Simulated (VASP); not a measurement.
# Sc3Al (P4/mmm) in VASP: single point with PBEsol

Aim: the single point of Sc3Al with PBEsol.

Program: VASP 6.6.1. These are calculated values, not measurements. Logs are shortened: lines on timing, memory, paths and dates and some standing lists are left out, and cuts for length are marked.

## 1. The cell of the first run

The structure is tetragonal, space group P4/mmm (No. 123). Conventional cell: a = 4.200 Å, b = 4.200 Å, c = 4.520 Å, α = 90.00°, β = 90.00°, γ = 90.00°. Within 3.9 Å of Sc (site symmetry mmm) lie 8 Sc at 2.97 to 3.08 Å and 4 Al at 3.08 Å. Within 3.9 Å of Sc (site symmetry 4/mmm) lie 4 Al at 2.97 Å and 8 Sc at 3.08 Å. Within 3.9 Å of Al (site symmetry 4/mmm) lie 12 Sc at 2.97 to 3.08 Å.

## 2. Single point, PBEsol (biaxial strain in the a-b plane: -4.0 %, then relaxed in part)

File INCAR:

```
PREC = Accurate
ENCUT = 520
EDIFF = 1E-6
ISMEAR = 0
SIGMA = 0.1
LREAL = F
LASPH = T
NELM = 80
ALGO = Fast
ISIF = 2
LWAVE = F
LCHARG = F
GGA = PS
NBANDS = 26
```

File KPOINTS:

```
regular mesh
0
Gamma
  12 12 12
```

File POSCAR:

```
Sc3Al
1.0
    4.1998031990      0.0000000000      0.0000000000
    0.0000000000      4.1998031990      0.0000000000
    0.0000000000      0.0000000000      4.5199859397
Sc Al
3 1
Direct
    0.5000000000      0.0000000000      0.5000000000
    0.0000000000      0.5000000000      0.5000000000
    0.5000000000      0.5000000000      0.0000000000
    0.0000000000      0.0000000000      0.0000000000
```

Potentials or basis: VASP PAW PBE potentials, release 64 (Sc_sv, Al).

The run is started by

```console
$ cat potpaw_PBE.64/Sc_sv/POTCAR potpaw_PBE.64/Al/POTCAR > POTCAR
$ mpirun -np 1 vasp_std > vasp.out
```

OUTCAR:

```text
PREC = Accurate
   ENCUT = 520
   EDIFF = 1E-6
   ISMEAR = 0
   LREAL = F
   LASPH = T
   NELM = 80
   ISIF = 2
   GGA = PS

 ion  position               nearest neighbor table
   1  0.500  0.000  0.500-   2 2.97   2 2.97   2 2.97   2 2.97   4 3.08   3 3.08   3 3.08   3 3.08
                             4 3.08   4 3.08   4 3.08   3 3.08
   2  0.000  0.500  0.500-   1 2.97   1 2.97   1 2.97   1 2.97   4 3.08   3 3.08   4 3.08   4 3.08
                             4 3.08   3 3.08   3 3.08   3 3.08
   3  0.500  0.500  0.000-   4 2.97   4 2.97   4 2.97   4 2.97   2 3.08   1 3.08   2 3.08   1 3.08
                             2 3.08   1 3.08   2 3.08   1 3.08
   4  0.000  0.000  0.000-   3 2.97   3 2.97   3 2.97   3 2.97   2 3.08   2 3.08   2 3.08   2 3.08
                             1 3.08   1 3.08   1 3.08   1 3.08

  LATTYP: Found a simple tetragonal cell.
 ALAT       =     4.1998031990
 C/A-ratio  =     1.0762375582

  Lattice vectors:

 A1 = (   4.1998031990,   0.0000000000,   0.0000000000)
 A2 = (   0.0000000000,   4.1998031990,   0.0000000000)
 A3 = (   0.0000000000,   0.0000000000,   4.5199859397)

Analysis of symmetry for initial positions (statically):
=====================================================================
 Subroutine PRICEL returns:
 Original cell was already a primitive cell.

 Routine SETGRP: Setting up the symmetry group for a
 simple tetragonal supercell.

 Subroutine GETGRP returns: Found 16 space group operations
 (whereof 16 operations were pure point group operations)
 out of a pool of 16 trial point group operations.

The static configuration has the point symmetry D_4h.

Analysis of symmetry for dynamics (positions and initial velocities):
=====================================================================
 Subroutine PRICEL returns:
 Original cell was already a primitive cell.

 Routine SETGRP: Setting up the symmetry group for a
 simple tetragonal supercell.

 Subroutine GETGRP returns: Found 16 space group operations
 (whereof 16 operations were pure point group operations)
 out of a pool of 16 trial point group operations.

The dynamic configuration has the point symmetry D_4h.

 Subroutine INISYM returns: Found 16 space group operations
 (whereof 16 operations are pure point group operations),
 and found     1 'primitive' translations

----------------------------------------------------------------------------------------

                                     Primitive cell

  volume of cell :      79.7251

  direct lattice vectors                    reciprocal lattice vectors
     4.199803199  0.000000000  0.000000000     0.238106395  0.000000000  0.000000000
     0.000000000  4.199803199  0.000000000     0.000000000  0.238106395  0.000000000
     0.000000000  0.000000000  4.519985940     0.000000000  0.000000000  0.221239626

  length of vectors
     4.199803199  4.199803199  4.519985940     0.238106395  0.238106395  0.221239626

  position of ions in fractional coordinates (direct lattice)
     0.500000000  0.000000000  0.500000000
     0.000000000  0.500000000  0.500000000
     0.500000000  0.500000000  0.000000000
     0.000000000  0.000000000  0.000000000

  ion indices of the primitive-cell ions
   primitive index   ion index
                 1           1
                 2           2
                 3           3
                 4           4

----------------------------------------------------------------------------------------

 KPOINTS: regular mesh

Automatic generation of k-mesh.
 Grid dimensions read from file:
 generate k-points for:   12   12   12

 Generating k-lattice:

  Cartesian coordinates                     Fractional coordinates (reciprocal lattice)
     0.019842200  0.000000000  0.000000000     0.083333333  0.000000000  0.000000000
     0.000000000  0.019842200  0.000000000     0.000000000  0.083333333  0.000000000
     0.000000000  0.000000000  0.018436636     0.000000000  0.000000000  0.083333333

  Length of vectors
     0.019842200  0.019842200  0.018436636

  Shift w.r.t. Gamma in fractional coordinates (k-lattice)
     0.000000000  0.000000000  0.000000000

 Subroutine IBZKPT returns following result:
 ===========================================

 Found    196 irreducible k-points:

 Following reciprocal coordinates:
            Coordinates               Weight
  0.000000  0.000000  0.000000      1.000000
  0.083333  0.000000  0.000000      4.000000
  0.166667  0.000000  0.000000      4.000000
  0.250000  0.000000  0.000000      4.000000
  0.333333  0.000000  0.000000      4.000000
  0.416667  0.000000  0.000000      4.000000
[... 16 lines left out ...]
  0.333333  0.333333  0.000000      4.000000
  0.416667  0.333333  0.000000      8.000000
 [... further k-points ...]
   k-points           NKPTS =    196   k-points in BZ     NKDIM =    196   number of bands    NBANDS=     26
   number of dos      NEDOS =    301   number of ions     NIONS =      4
   total plane-waves  NPLWV =  36864
   dimension x,y,z NGX =    32 NGY =   32 NGZ =   36
   dimension x,y,z NGXF=    64 NGYF=   64 NGZF=   72
   ions per type =               3   1
   NGX,Y,Z   is equivalent  to a cutoff of  12.67, 12.67, 13.24 a.u.
   NGXF,Y,Z  is equivalent  to a cutoff of  25.33, 25.33, 26.48 a.u.
 SYSTEM =  unknown system
   PREC   = accura    normal or accurate (medium, high low for compatibility)
   ISTART =      0    job   : 0-new  1-cont  2-samecut
   ICHARG =      2    charge: 1-file 2-atom 10-const
   ISPIN  =      1    spin polarized calculation?
   LNONCOLLINEAR =      F non collinear calculations
   LSORBIT =      F    spin-orbit coupling
   LASPH  =      T    aspherical Exc in radial PAW
   ENCUT  =  520.0 eV  38.22 Ry    6.18 a.u.   7.81  7.81  8.40*2*pi/ulx,y,z
   NELM   =     80;   NELMIN=  2; NELMDL= -5     # of ELM steps
   EDIFF  = 0.1E-05   stopping-criterion for ELM
   LREAL  =      F    real-space projection
   EDIFFG = 0.1E-04   stopping-criterion for IOM
   NSW    =      0    number of steps for IOM
   IBRION =     -1    ionic relax: 0-MD 1-quasi-New 2-CG
   NFREE  =      0    steps in history (QN), initial steepest desc. (CG)
   ISIF   =      2    stress and relaxation
   ISYM   =      2    0-nonsym 1-usesym 2-fastsym
   POTIM  = 0.5000    time-step for ionic-motion
   TEBEG  =    0.0;   TEEND  =   0.0 temperature during run
   PSTRESS=    0.0 pullay stress
   NELECT =      36.0000    total number of electrons
   NUPDOWN=      -1.0000    fix difference up-down
   EMIN   =  10.00;   EMAX   =-10.00  energy-range for DOS
   EFERMI =   0.00;   METHOD = LEGACY
   ISMEAR =     0;   SIGMA  =   0.10  broadening in eV -4-tet -1-fermi 0-gaus
   EFERMI_NEDOS =   21; number of points for ismear=-14 and -15
   IALGO  =     68    algorithm
   IMIX   =      4    mixing-type and parameters
     AMIX     =   0.40;   BMIX     =  1.00
     AMIX_MAG =   1.60;   BMIX_MAG =  1.00
  volume/ion in A,a.u.               =      19.93       134.50
  Fermi-wavevector in a.u.,A,eV,Ry     =   1.255964  2.373429 21.462465  1.577447
  Thomas-Fermi vector in A             =   2.389696
   LORBIT       =      0    0 simple, 1 ext, 2 COOP (PROOUT), +10 PAW based schemes
   GGA     = PS    functional components
   LHFCALC =     F    Hartree Fock is set to
   AEXX    =    0.0000 exact exchange contribution
   IVDW    =     0    specifies the selected vdW correction
   LEPSILON=     F    determine dielectric tensor
   LRPA    =     F    only Hartree local field effects (RPA)
 non-spin polarized calculation
 RMM-DIIS sequential band-by-band and
 Gauss-broadening in eV      SIGMA  =   0.10
  energy-cutoff  :      520.00
  volume of cell :       79.73
 maximum number of plane-waves:      2167
 NGX is ok and might be reduce to    32
   NGX = 15   NGY = 15   NGZ = 17

 number of electron      36.0000002 magnetization

 Free energy of the ion-electron system (eV)
  ---------------------------------------------------
  ext. energy  EPLUGINS =         0.00000000
  ---------------------------------------------------
  free energy    TOTEN  =       -24.83995745 eV

  energy without entropy =      -24.81371585  energy(sigma->0) =      -24.82683665

 E-fermi :   5.1722     XC(G=0): -10.5653

 val. band max:        5.1714002003   @ k =   0.3333   0.2500   0.5000
 cond. band min:       5.1748626904   @ k =   0.0833   0.0833   0.4167
 fundamental gap:      0.0034624900
 Fermi energy:         5.1721842026

 k-point     1 :       0.0000    0.0000    0.0000
  band No.  band energies     occupation
      1     -43.8068      2.00000
      2     -43.6682      2.00000
      3     -43.6489      2.00000
      4     -22.7754      2.00000
      5     -22.7754      2.00000
      6     -22.7718      2.00000
[... 18 lines left out ...]
     25       7.8618      0.00000
     26       8.6930      0.00000

 k-point     2 :       0.0833    0.0000    0.0000
  band No.  band energies     occupation
      1     -43.8043      2.00000
      2     -43.6686      2.00000
      3     -43.6510      2.00000
      4     -22.7684      2.00000
      5     -22.7677      2.00000
      6     -22.7665      2.00000
[... 18 lines left out ...]
     25       7.9163      0.00000
     26       8.8154      0.00000

 k-point     3 :       0.1667    0.0000    0.0000
  band No.  band energies     occupation
      1     -43.7970      2.00000
      2     -43.6703      2.00000
      3     -43.6563      2.00000
      4     -22.7514      2.00000
      5     -22.7481      2.00000
      6     -22.7449      2.00000
[... 18 lines left out ...]
     25       8.0334      0.00000
     26       8.7732      0.00000

 k-point     4 :       0.2500    0.0000    0.0000
  band No.  band energies     occupation
      1     -43.7855      2.00000
      2     -43.6766      2.00000
      3     -43.6612      2.00000
      4     -22.7285      2.00000
      5     -22.7164      2.00000
      6     -22.7078      2.00000
[... 18 lines left out ...]
     25       8.1311      0.00000
     26       8.5382      0.00000
[... 496 lines left out ...]
      1     -43.7350      2.00000
      2     -43.7113      2.00000
      3     -43.6753      2.00000
      4     -22.7280      2.00000
      5     -22.7181      2.00000
      6     -22.6184      2.00000
[... 18 lines left out ...]
     25       8.2290      0.00000
     26       8.5105      0.00000

 k-point    23 :       0.3333    0.3333    0.0000
  band No.  band energies     occupation
      1     -43.7454      2.00000
      2     -43.6954      2.00000
      3     -43.6806      2.00000
      4     -22.7922      2.00000
      5     -22.6745      2.00000
      6     -22.6250      2.00000
[... 18 lines left out ...]
     25       7.9580      0.00000
     26       8.3579      0.00000

 k-point    24 :       0.4167    0.3333    0.0000
  band No.  band energies     occupation
      1     -43.7340      2.00000
      2     -43.7042      2.00000
      3     -43.6829      2.00000
      4     -22.7862      2.00000
      5     -22.7252      2.00000
      6     -22.5962      2.00000
[... 18 lines left out ...]
     25       8.0424      0.00000
     26       8.3469      0.00000

 [... further k-points ...]
[... 5 lines left out ...]
  --------------------------------------------------------------------------------------
  -------------------------------------------------------------------------------------
  Total        2.8262252      2.8262252      0.0389948      0.0000000     -0.0000000      0.0000000
  in kB       56.7966058     56.7966058      0.7836496      0.0000000     -0.0000000      0.0000000
  external PRESSURE =      38.1256204 kB  Pullay stress =       0.0000000 kB

 VOLUME and BASIS-vectors are now :
 -----------------------------------------------------------------------------
  energy-cutoff  :      520.00
  volume of cell :       79.73
      direct lattice vectors                 reciprocal lattice vectors
     4.199803199  0.000000000  0.000000000     0.238106395  0.000000000  0.000000000
     0.000000000  4.199803199  0.000000000     0.000000000  0.238106395  0.000000000
     0.000000000  0.000000000  4.519985940     0.000000000  0.000000000  0.221239626

 POSITION                                       TOTAL-FORCE (eV/Angst)
 -----------------------------------------------------------------------------------
      2.09990      0.00000      2.25999         0.000000      0.000000      0.000000
      0.00000      2.09990      2.25999         0.000000      0.000000      0.000000
      2.09990      2.09990      0.00000         0.000000      0.000000      0.000000
      0.00000      0.00000      0.00000         0.000000      0.000000      0.000000
 -----------------------------------------------------------------------------------
    total drift:                                0.000000     -0.000000     -0.000000

  FREE ENERGIE OF THE ION-ELECTRON SYSTEM (eV)
  ---------------------------------------------------
  free  energy   TOTEN  =       -24.8399574502 eV

  energy  without entropy=      -24.8137158523  energy(sigma->0) =      -24.82683665
```

Wall time 8.6 min (1 thread of Oxide Virtual Turin-like, shared host); peak memory 0.4 GiB.

What came out:

```
Free energy            : -24.8400 eV
Pressure               : 3.8 GPa
Band gap on the k mesh : zero (band 18 reaches 5.59 eV, above the bottom of band 19 at 4.20 eV)
```

Stress tensor (GPa, compression positive):
```
5.68 0.00 0.00
0.00 5.68 0.00
0.00 0.00 0.08
```

Levels at points of the mesh, in eV from the Fermi level:
```csv
k point,band 16,band 17,band 18,band 19,band 20,band 21
"(0.00, 0.00, 0.00)",-1.00,-0.51,-0.51,-0.41,0.20,1.17
"(0.50, 0.00, 0.00)",-1.17,-0.63,0.16,0.17,0.71,1.13
"(0.50, 0.50, 0.00)",-1.29,-1.20,-0.01,0.44,0.44,1.02
"(0.00, 0.00, 0.50)",-0.64,-0.64,-0.03,0.14,1.14,1.14
"(0.50, 0.00, 0.50)",-1.46,-0.85,0.42,0.44,0.55,1.27
"(0.50, 0.50, 0.50)",-1.50,-1.08,-1.08,-0.97,0.73,1.31
```

Caveat: the cell differs from its parent crystal (biaxial strain in the a-b plane: -4.0 %, then relaxed in part); the PAW data sets were made with another functional, which shifts forces and pressure a little.
